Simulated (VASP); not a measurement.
# Si (Fd-3m) in VASP: a series of runs

Runs on Si. Level: LDA. Tasks: single point, relaxation of cell and atoms.

Program: VASP 6.6.1. These are calculated values, not measurements. Logs are shortened: lines on timing, memory, paths and dates and some standing lists are left out, and cuts for length are marked.

## Step 1: The cell of the first run

It takes space group Fd-3m (No. 227, cubic). Conventional cell: a = 5.402 Å, b = 5.402 Å, c = 5.402 Å, α = 90.00°, β = 90.00°, γ = 90.00°. Within 3.1 Å of Si (site symmetry -43m) lie 4 Si at 2.34 Å.

## Step 2: Single point, LDA

INCAR

```
SYSTEM = Si
PREC = Accurate
ENCUT = 520
EDIFF = 1E-7
ISMEAR = 0
SIGMA = 0.01
LREAL = .FALSE.
LASPH = .TRUE.
NELM = 60
ALGO = Normal
ISIF = 2
LWAVE = .FALSE.
LCHARG = .TRUE.
GGA = CA
LELF = .TRUE.
LVHAR = .TRUE.
NBANDS = 11
```

KPOINTS

```
Automatic mesh
0
G
  12 12 12
  0 0 0
```

POSCAR

```
Si
1.0
    0.0000000000      2.7008304917      2.7008304917
    2.7008304917      0.0000000000      2.7008304917
    2.7008304917      2.7008304917      0.0000000000
Si
2
Direct
    0.5000000000      0.5000000000      0.5000000000
    0.7500000000      0.7500000000      0.7500000000
```

Potentials or basis: VASP PAW LDA potentials, release 64 (Si).

Launch:

```sh
cat potpaw_LDA.64/Si/POTCAR > POTCAR
mpirun -np 1 vasp_std > vasp.out
```

OUTCAR:

```text
SYSTEM = Si
   PREC = Accurate
   ENCUT = 520
   EDIFF = 1E-7
   ISMEAR = 0
   LREAL = .FALSE.
   LASPH = .TRUE.
   NELM = 60
   ISIF = 2
   GGA = CA

 ion  position               nearest neighbor table
   1  0.500  0.500  0.500-   2 2.34   2 2.34   2 2.34   2 2.34
   2  0.750  0.750  0.750-   1 2.34   1 2.34   1 2.34   1 2.34

  LATTYP: Found a face centered cubic cell.
 ALAT       =     5.4016609834

  Lattice vectors:

 A1 = (   0.0000000000,   2.7008304917,   2.7008304917)
 A2 = (   2.7008304917,   0.0000000000,   2.7008304917)
 A3 = (   2.7008304917,   2.7008304917,   0.0000000000)

Analysis of symmetry for initial positions (statically):
=====================================================================
 Subroutine PRICEL returns:
 Original cell was already a primitive cell.

 Routine SETGRP: Setting up the symmetry group for a
 face centered cubic supercell.

 Subroutine GETGRP returns: Found 48 space group operations
 (whereof 24 operations were pure point group operations)
 out of a pool of 48 trial point group operations.

The static configuration has the point symmetry T_d .
 The point group associated with its full space group is O_h .

Analysis of symmetry for dynamics (positions and initial velocities):
=====================================================================
 Subroutine PRICEL returns:
 Original cell was already a primitive cell.

 Routine SETGRP: Setting up the symmetry group for a
 face centered cubic supercell.

 Subroutine GETGRP returns: Found 48 space group operations
 (whereof 24 operations were pure point group operations)
 out of a pool of 48 trial point group operations.

The dynamic configuration has the point symmetry T_d .
 The point group associated with its full space group is O_h .

 Subroutine INISYM returns: Found 48 space group operations
 (whereof 24 operations are pure point group operations),
 and found     1 'primitive' translations

----------------------------------------------------------------------------------------

                                     Primitive cell

  volume of cell :      39.4023

  direct lattice vectors                    reciprocal lattice vectors
     0.000000000  2.700830492  2.700830492    -0.185128242  0.185128242  0.185128242
     2.700830492  0.000000000  2.700830492     0.185128242 -0.185128242  0.185128242
     2.700830492  2.700830492  0.000000000     0.185128242  0.185128242 -0.185128242

  length of vectors
     3.819551111  3.819551111  3.819551111     0.320651521  0.320651521  0.320651521

  position of ions in fractional coordinates (direct lattice)
     0.500000000  0.500000000  0.500000000
     0.750000000  0.750000000  0.750000000

  ion indices of the primitive-cell ions
   primitive index   ion index
                 1           1
                 2           2

----------------------------------------------------------------------------------------

 KPOINTS: Automatic mesh

Automatic generation of k-mesh.
 Grid dimensions read from file:
 generate k-points for:   12   12   12

 Generating k-lattice:

  Cartesian coordinates                     Fractional coordinates (reciprocal lattice)
    -0.015427353  0.015427353  0.015427353     0.083333333  0.000000000  0.000000000
     0.015427353 -0.015427353  0.015427353     0.000000000  0.083333333  0.000000000
     0.015427353  0.015427353 -0.015427353     0.000000000  0.000000000  0.083333333

  Length of vectors
     0.026720960  0.026720960  0.026720960

  Shift w.r.t. Gamma in fractional coordinates (k-lattice)
     0.000000000  0.000000000  0.000000000

 Subroutine IBZKPT returns following result:
 ===========================================

 Found     72 irreducible k-points:

 Following reciprocal coordinates:
            Coordinates               Weight
  0.000000  0.000000  0.000000      1.000000
  0.083333  0.000000  0.000000      8.000000
  0.166667  0.000000  0.000000      8.000000
  0.250000  0.000000  0.000000      8.000000
  0.333333  0.000000  0.000000      8.000000
  0.416667  0.000000  0.000000      8.000000
[... 16 lines left out ...]
  0.500000  0.166667  0.000000     24.000000
 -0.416667  0.166667  0.000000     24.000000
 [... further k-points ...]
   k-points           NKPTS =     72   k-points in BZ     NKDIM =     72   number of bands    NBANDS=     11
   number of dos      NEDOS =    301   number of ions     NIONS =      2
   total plane-waves  NPLWV =  21952
   dimension x,y,z NGX =    28 NGY =   28 NGZ =   28
   dimension x,y,z NGXF=    56 NGYF=   56 NGZF=   56
   ions per type =               2
   NGX,Y,Z   is equivalent  to a cutoff of  12.19, 12.19, 12.19 a.u.
   NGXF,Y,Z  is equivalent  to a cutoff of  24.37, 24.37, 24.37 a.u.
 SYSTEM =  Si
   PREC   = accura    normal or accurate (medium, high low for compatibility)
   ISTART =      0    job   : 0-new  1-cont  2-samecut
   ICHARG =      2    charge: 1-file 2-atom 10-const
   ISPIN  =      1    spin polarized calculation?
   LNONCOLLINEAR =      F non collinear calculations
   LSORBIT =      F    spin-orbit coupling
   LASPH  =      T    aspherical Exc in radial PAW
   ENCUT  =  520.0 eV  38.22 Ry    6.18 a.u.   7.10  7.10  7.10*2*pi/ulx,y,z
   NELM   =     60;   NELMIN=  2; NELMDL= -5     # of ELM steps
   EDIFF  = 0.1E-06   stopping-criterion for ELM
   LREAL  =      F    real-space projection
   EDIFFG = 0.1E-05   stopping-criterion for IOM
   NSW    =      0    number of steps for IOM
   IBRION =     -1    ionic relax: 0-MD 1-quasi-New 2-CG
   NFREE  =      0    steps in history (QN), initial steepest desc. (CG)
   ISIF   =      2    stress and relaxation
   ISYM   =      2    0-nonsym 1-usesym 2-fastsym
   POTIM  = 0.5000    time-step for ionic-motion
   TEBEG  =    0.0;   TEEND  =   0.0 temperature during run
   PSTRESS=    0.0 pullay stress
   NELECT =       8.0000    total number of electrons
   NUPDOWN=      -1.0000    fix difference up-down
   EMIN   =  10.00;   EMAX   =-10.00  energy-range for DOS
   EFERMI =   0.00;   METHOD = LEGACY
   ISMEAR =     0;   SIGMA  =   0.01  broadening in eV -4-tet -1-fermi 0-gaus
   EFERMI_NEDOS =   21; number of points for ismear=-14 and -15
   IALGO  =     38    algorithm
   IMIX   =      4    mixing-type and parameters
     AMIX     =   0.40;   BMIX     =  1.00
     AMIX_MAG =   1.60;   BMIX_MAG =  1.00
  volume/ion in A,a.u.               =      19.70       132.95
  Fermi-wavevector in a.u.,A,eV,Ry     =   0.962197  1.818289 12.596597  0.925824
  Thomas-Fermi vector in A             =   2.091635
   LORBIT       =      0    0 simple, 1 ext, 2 COOP (PROOUT), +10 PAW based schemes
   GGA     = CA    functional components
   LHFCALC =     F    Hartree Fock is set to
   AEXX    =    0.0000 exact exchange contribution
   IVDW    =     0    specifies the selected vdW correction
   LEPSILON=     F    determine dielectric tensor
   LRPA    =     F    only Hartree local field effects (RPA)
 non-spin polarized calculation
 Gauss-broadening in eV      SIGMA  =   0.01
  energy-cutoff  :      520.00
  volume of cell :       39.40
 maximum number of plane-waves:      1074
   NGX = 15   NGY = 15   NGZ = 15

 number of electron       8.0000001 magnetization

 Free energy of the ion-electron system (eV)
  ---------------------------------------------------
  ext. energy  EPLUGINS =         0.00000000
  ---------------------------------------------------
  free energy    TOTEN  =       -11.91974235 eV

  energy without entropy =      -11.91974235  energy(sigma->0) =      -11.91974235

 E-fermi :   6.0042     XC(G=0):  -9.6663

 val. band max:        5.9347544046   @ k =   0.0000   0.0000   0.0000
 cond. band min:       6.3765752272   @ k =   0.4167   0.4167   0.0000
 fundamental gap:      0.4418208226
 Fermi energy:         6.0042238275

 k-point     1 :       0.0000    0.0000    0.0000
  band No.  band energies     occupation
      1      -6.1329      2.00000
      2       5.9348      2.00000
      3       5.9348      2.00000
      4       5.9348      2.00000
      5       8.4658      0.00000
      6       8.4658      0.00000
      7       8.4658      0.00000
      8       9.3289      0.00000
      9      13.6710      0.00000
     10      13.6710      0.00000
     11      13.6811      0.00000

 k-point     2 :       0.0833    0.0000    0.0000
  band No.  band energies     occupation
      1      -6.0406      2.00000
      2       5.0658      2.00000
      3       5.7882      2.00000
      4       5.7882      2.00000
      5       8.5120      0.00000
      6       8.6809      0.00000
      7       8.6809      0.00000
      8       9.9840      0.00000
      9      13.3845      0.00000
     10      13.3845      0.00000
     11      14.0803      0.00000

 k-point     3 :       0.1667    0.0000    0.0000
  band No.  band energies     occupation
      1      -5.7665      2.00000
      2       3.5269      2.00000
      3       5.4773      2.00000
      4       5.4773      2.00000
      5       8.2488      0.00000
      6       9.1208      0.00000
      7       9.1208      0.00000
      8      11.3931      0.00000
      9      12.9981      0.00000
     10      12.9981      0.00000
     11      14.8500      0.00000

 k-point     4 :       0.2500    0.0000    0.0000
  band No.  band energies     occupation
      1      -5.3212      2.00000
      2       1.9627      2.00000
      3       5.1655      2.00000
      4       5.1655      2.00000
      5       7.9194      0.00000
      6       9.4108      0.00000
      7       9.4108      0.00000
      8      12.8313      0.00000
      9      13.1046      0.00000
     10      13.1046      0.00000
     11      14.7657      0.00000

 k-point     5 :       0.3333    0.0000    0.0000
  band No.  band energies     occupation
      1      -4.7339      2.00000
      2       0.5369      2.00000
      3       4.9240      2.00000
      4       4.9240      2.00000
      5       7.6496      0.00000
      6       9.3996      0.00000
      7       9.3996      0.00000
      8      13.6744      0.00000
      9      13.9043      0.00000
     10      13.9043      0.00000
     11      14.9704      0.00000
[... 211 lines left out ...]
 k-point    21 :       0.3333    0.1667    0.0000
  band No.  band energies     occupation
      1      -4.8142      2.00000
      2       1.4643      2.00000
      3       3.9052      2.00000
      4       4.1604      2.00000
      5       7.8184      0.00000
      6       9.9530      0.00000
      7      10.4104      0.00000
      8      10.9935      0.00000
      9      15.0163      0.00000
     10      15.0851      0.00000
     11      16.2340      0.00000

 k-point    22 :       0.4167    0.1667    0.0000
  band No.  band energies     occupation
      1      -4.1951      2.00000
      2       0.2088      2.00000
      3       3.4588      2.00000
      4       4.0772      2.00000
      5       7.8581      0.00000
      6      10.1655      0.00000
      7      10.8025      0.00000
      8      10.9241      0.00000
      9      15.7197      0.00000
     10      16.1386      0.00000
     11      16.7672      0.00000

 k-point    23 :       0.5000    0.1667    0.0000
  band No.  band energies     occupation
      1      -3.5966      2.00000
      2      -0.7457      2.00000
      3       3.1083      2.00000
      4       4.1337      2.00000
      5       7.8905      0.00000
      6      10.0098      0.00000
      7      10.5219      0.00000
      8      12.3108      0.00000
      9      15.2549      0.00000
     10      16.4155      0.00000
     11      17.6693      0.00000

 k-point    24 :      -0.4167    0.1667    0.0000
  band No.  band energies     occupation
      1      -3.4779      2.00000
      2      -0.9105      2.00000
      3       2.8891      2.00000
      4       4.3219      2.00000
      5       8.0433      0.00000
      6       9.9541      0.00000
      7      10.2921      0.00000
      8      13.8690      0.00000
      9      14.4265      0.00000
     10      14.7092      0.00000
     11      17.0326      0.00000

 [... further k-points ...]
[... 5 lines left out ...]
  --------------------------------------------------------------------------------------
  -------------------------------------------------------------------------------------
  Total        0.0154381      0.0154381      0.0154381     -0.0000000     -0.0000000     -0.0000000
  in kB        0.6277427      0.6277427      0.6277427     -0.0000000     -0.0000000     -0.0000000
  external PRESSURE =       0.6277427 kB  Pullay stress =       0.0000000 kB

 VOLUME and BASIS-vectors are now :
 -----------------------------------------------------------------------------
  energy-cutoff  :      520.00
  volume of cell :       39.40
      direct lattice vectors                 reciprocal lattice vectors
     0.000000000  2.700830492  2.700830492    -0.185128242  0.185128242  0.185128242
     2.700830492  0.000000000  2.700830492     0.185128242 -0.185128242  0.185128242
     2.700830492  2.700830492  0.000000000     0.185128242  0.185128242 -0.185128242

 POSITION                                       TOTAL-FORCE (eV/Angst)
 -----------------------------------------------------------------------------------
      2.70083      2.70083      2.70083         0.000000      0.000000      0.000000
      4.05125      4.05125      4.05125        -0.000000     -0.000000     -0.000000
 -----------------------------------------------------------------------------------
    total drift:                                0.000000      0.000000     -0.000000

  FREE ENERGIE OF THE ION-ELECTRON SYSTEM (eV)
  ---------------------------------------------------
  free  energy   TOTEN  =       -11.9197423480 eV

  energy  without entropy=      -11.9197423480  energy(sigma->0) =      -11.91974235
```

It took 28 s on 1 thread of Intel Xeon 8259CL, shared host; peak memory 0.14 GiB.

Results:

| Quantity | Value |
| --- | --- |
| Free energy | -11.9197 eV |
| Pressure | 0.1 GPa |
| Band gap on the k mesh | 0.44 eV (least direct gap 2.53 eV) |

Levels at points of the mesh, in eV from the valence-band top:
| k point | band 1 | band 2 | band 3 | band 4 | band 5 | band 6 | band 7 | band 8 |
| --- | --- | --- | --- | --- | --- | --- | --- | --- |
| (0.00, 0.00, 0.00) | -12.07 | 0.00 | 0.00 | 0.00 | 2.53 | 2.53 | 2.53 | 3.39 |
| (0.50, 0.00, 0.00) | -9.69 | -7.07 | -1.21 | -1.21 | 1.49 | 3.29 | 3.29 | 7.54 |
| (0.50, 0.50, 0.00) | -7.87 | -7.87 | -2.89 | -2.89 | 0.57 | 0.57 | 10.12 | 10.12 |

[end of part 1 of 2]
